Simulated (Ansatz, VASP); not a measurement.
## BiTe: VASP beside Ansatz

File INCAR:

```
SYSTEM = BiTe
PREC     = Accurate       ! precision mode
ENCUT    = 520            ! plane-wave cutoff, eV
EDIFF    = 1E-6           ! SCF threshold, eV
ISMEAR   = 0              ! smearing method
SIGMA    = 0.05           ! smearing width, eV
LREAL    = .FALSE.        ! projectors in reciprocal space
LASPH    = .TRUE.         ! aspherical terms in the spheres
NELM     = 100            ! most SCF steps
ALGO     = Normal         ! electronic algorithm
ISIF     = 2              ! what is computed and relaxed
LWAVE    = .FALSE.        ! write WAVECAR
LCHARG   = .FALSE.        ! write CHGCAR
GGA      = PE             ! functional
IVDW     = 13             ! dispersion correction
NBANDS   = 18             ! bands
```

KPOINTS

```
Automatic mesh
0
G
  6 6 6
  0 0 0
```

Contents of POSCAR:

```
BiTe
1.0
    0.0000000000      3.1856383033      3.1856383033
    3.1856383033      0.0000000000      3.1856383033
    3.1856383033      3.1856383033      0.0000000000
Bi Te
1 1
Direct
    0.5000000000      0.5000000000      0.5000000000
    0.0000000000      0.0000000000      0.0000000000
```

Input for Ansatz:

```yaml
crystal:
  lattice:
    - [0.0, 3.1856383033, 3.1856383033]
    - [3.1856383033, 0.0, 3.1856383033]
    - [3.1856383033, 3.1856383033, 0.0]
  atoms:
    - { symbol: Bi, position: [0.5, 0.5, 0.5] }
    - { symbol: Te, position: [0.0, 0.0, 0.0] }
basis:
  ecutwfc: 420
  ecutrho_ratio: 4
kpoints:
  mp_grid: { grid: [6, 6, 6] }
hamiltonian:
  xc: pbe
  dispersion: d4
scf:
  occupations: { method: gaussian, width: 0.05 }
output:
  forces: true
  stress: true
  eigenvalues: true
```

Alike in both runs: task single point; functional PBE; dispersion D4; k mesh 6 × 6 × 6; occupations gaussian, width 0.05 eV; no spin polarisation.

```csv
,VASP,Ansatz
version,VASP 6.6.1,Ansatz 0.2.0
potentials or method,"VASP PAW PBE potentials, release 64 (Bi_d, Te), cutoff 520 eV","scalar-relativistic, plane waves, PAW"
valence electrons in the cell,21,31
```

```csv
,VASP,Ansatz,Ansatz less VASP
gap on the k mesh at the Fermi level (eV),none,none,-
pressure (GPa),1.0,1.0,+0.05
```

A gap of «none» marks a metal or a gap that the smearing closes. VASP's potentials hold 21 valence electrons a cell and Ansatz's 31, so a difference there can come from the potentials and not from the codes.

Neither program's run includes spin-orbit coupling.
